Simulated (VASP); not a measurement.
Si:

```xyz
2
Lattice="2.6895 0.0000 0.0000 -1.3448 2.3292 0.0000 0.0000 0.0000 4.5726" Properties=species:S:1:pos:R:3 pbc="T T T"
Si    0.0000    1.5528    1.1431
Si    1.3448    0.7764    3.4294
```

This isn't the form of Si at room conditions, which is diamond.

Base run:

- Program: VASP 6.6.1
- Functional: r2SCAN
- Potentials or basis: VASP PAW PBE potentials, release 64 (Si)
- Cutoff: 440 eV
- k mesh: 15 × 15 × 8
- Occupations: fermi-dirac, width 0.05 eV
- Spin: no spin polarisation

Its results: band gap on the k mesh zero (bands 4 and 5 overlap by 13.41 eV); pressure -3.8 GPa.

The run is repeated on the same cell with these changes: functional from r2SCAN to PBEsol; cutoff from 440 eV to 400 eV. What comes out?

Band gap on the k mesh zero (bands 4 and 5 overlap by 12.50 eV); pressure -2.4 GPa.

Caveats: the PAW data sets were made with another functional, which shifts forces and pressure a little; the cell stands under tension (at least some runs).
